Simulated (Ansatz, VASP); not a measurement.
Mg8S7 in VASP and in Ansatz

```
Mg S
1.0
     0.00000    5.69721   -5.69721
    -5.69721    0.00000   -5.69721
    -5.69721    5.69721    0.00000
Mg S
8 7
Direct
  0.99400 0.49400 0.01800
  0.50015 0.49955 0.00015
  0.99955 0.00015 0.00015
  0.50015 0.00015 0.00015
  0.99400 0.49400 0.49400
  0.51800 0.49400 0.49400
  0.99400 0.01800 0.49400
  0.50015 0.00015 0.49955
  0.37414 0.37586 0.37586
  0.87586 0.87414 0.37586
  0.37414 0.87414 0.37586
  0.87586 0.37586 0.87414
  0.37414 0.37586 0.87414
  0.87586 0.87414 0.87414
  0.37500 0.87500 0.87500
```

Change from the starting cell: S vacancy, atoms relaxed.

Alike in both runs: functional PBE; k mesh 4 × 4 × 4; occupations gaussian, width 0.05 eV; no spin polarisation.

Ansatz relaxed the structure, and its values are those at the end. VASP's run is a single point on that final structure, the one shown.

|  | VASP | Ansatz |
| --- | --- | --- |
| version | VASP 6.6.1 | Ansatz 0.2.0 |
| potentials or method | VASP PAW PBE potentials, release 64 (Mg, S), cutoff 520 eV | scalar-relativistic, plane waves, PAW |
| valence electrons in the cell | 58 | 122 |

|  | VASP | Ansatz | Ansatz less VASP |
| --- | --- | --- | --- |
| gap on the k mesh at the Fermi level (eV) | 1.20 | 1.20 | 0.000 |
| least direct gap on the mesh (eV) | 1.22 | 1.22 | 0.000 |
| pressure (GPa) | -1.7 | -1.6 | +0.14 |
| rms of the force components (eV/Å) | 0.005 | 0.005 | +0.0004 |

With one functional, cell and mesh, what is left measures potentials, basis and numerics. VASP's potentials hold 58 valence electrons a cell and Ansatz's 122, so a difference there can come from the potentials and not from the codes. Ansatz's warnings: stress scf threshold loose.
